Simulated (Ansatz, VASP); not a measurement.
## FeSi: VASP beside Ansatz

File POSCAR:

```
FeSi
1.0
    4.5507000000      0.0000000000      0.0000000000
    0.0000000000      4.5507000000      0.0000000000
    0.0000000000      0.0000000000      4.5507000000
Fe Si
4 4
Direct
    0.8634800000      0.6365200000      0.3634800000
    0.6365200000      0.3634800000      0.8634800000
    0.3634800000      0.8634800000      0.6365200000
    0.1365200000      0.1365200000      0.1365200000
    0.1576000000      0.3424000000      0.6576000000
    0.3424000000      0.6576000000      0.1576000000
    0.6576000000      0.1576000000      0.3424000000
    0.8424000000      0.8424000000      0.8424000000
```

File INCAR.step1:

```
SYSTEM = FeSi
PREC = Accurate ; ENCUT = 520
ISMEAR = -1 ; SIGMA = 0.05
LREAL = .FALSE. ; LASPH = .TRUE.
NELM = 150 ; ISPIN = 2
MAGMOM = 3 3 3 3 0 0 0 0 ; LMAXMIX = 4
NBANDS = 38 ; GGA = PE
ALGO = Normal ; EDIFF = 1E-4
LWAVE = .TRUE. ; LCHARG = .FALSE.
```

File INCAR.step2:

```
SYSTEM = FeSi
PREC = Accurate ; ENCUT = 520
EDIFF = 1E-7 ; ISMEAR = -1
SIGMA = 0.05 ; LREAL = .FALSE.
LASPH = .TRUE. ; NELM = 150
ALGO = Normal ; ISIF = 2
LWAVE = .FALSE. ; LCHARG = .FALSE.
ISPIN = 2 ; MAGMOM = 3 3 3 3 0 0 0 0
LORBIT = 11 ; LMAXMIX = 4
METAGGA = R2SCAN ; LMIXTAU = .TRUE.
NBANDS = 38 ; ISTART = 1
```

File KPOINTS:

```
regular mesh
0
G
  6 6 6
  0 0 0
```

File input.yaml:

```yaml
crystal:
  lattice:
    - [4.5507, 0.0, 0.0]
    - [0.0, 4.5507, 0.0]
    - [0.0, 0.0, 4.5507]
  atoms:
    - { symbol: Fe, position: [0.86348, 0.63652, 0.36348], spin: 3.0 }
    - { symbol: Fe, position: [0.63652, 0.36348, 0.86348], spin: 3.0 }
    - { symbol: Fe, position: [0.36348, 0.86348, 0.63652], spin: 3.0 }
    - { symbol: Fe, position: [0.13652, 0.13652, 0.13652], spin: 3.0 }
    - { symbol: Si, position: [0.1576, 0.3424, 0.6576] }
    - { symbol: Si, position: [0.3424, 0.6576, 0.1576] }
    - { symbol: Si, position: [0.6576, 0.1576, 0.3424] }
    - { symbol: Si, position: [0.8424, 0.8424, 0.8424] }
hamiltonian:
  xc: r2scan
  pseudopotentials: { kind: paw }
magnetization:
  spin_polarized: true
kpoints:
  mp_grid: { grid: [6, 6, 6] }
  band_path:
    path:
      - [[0.0, 0.0, 0.0], [0.0, 0.5, 0.0], [0.5, 0.5, 0.0], [0.0, 0.0, 0.0], [0.5, 0.5, 0.5], [0.0, 0.5, 0.0]]
      - [[0.5, 0.5, 0.0], [0.5, 0.5, 0.5]]
    npoints: 10
scf:
  occupations: { method: fermi_dirac, width: 0.05 }
  n_extra_bands: 20
output:
  forces: true
  stress: true
  eigenvalues: true
  fatbands: true
```

Alike in both runs: functional r2SCAN; k mesh 6 × 6 × 6; occupations fermi-dirac, width 0.05 eV; collinear spin.

|  | VASP | Ansatz |
| --- | --- | --- |
| version | VASP 6.6.1 | Ansatz 0.2.0 |
| potentials or method | VASP PAW PBE potentials, release 64 (Fe, Si) | Ansatz PAW |
| plane-wave cutoff (eV) | 520 | 500 |
| valence electrons in the cell | 48 | 80 |
| task | single point | band structure |

VASP gave:

| Item | Value |
| --- | --- |
| gap on the k mesh at the Fermi level (eV) | none |
| pressure (GPa) | -13.9 |
| rms of the force components (eV/Å) | 0.090 |
| net moment per atom (μB) | 0.57 |
| size of the moment on the site where the two differ most (μB) | 1.36 |

**Question.** What did Ansatz give for the same quantities?

**Answer.** gap on the k mesh at the Fermi level (eV): none; pressure (GPa): -14.1; rms of the force components (eV/Å): 0.097; net moment per atom (μB): 0.58; size of the moment on the site where the two differ most (μB): 1.37.

VASP's potentials were made for PBE, not for r2SCAN. Site moments also hang on the region over which each program counts them. Atom by atom the forces differ by 0.008 eV/Å (rms over components). A gap of «none» marks a metal or a gap that the smearing closes. VASP's potentials hold 48 valence electrons a cell and Ansatz's 80, so a difference there can come from the potentials and not from the codes.

Noted on Ansatz's run: the magnetic or orbital state may not be the lowest.
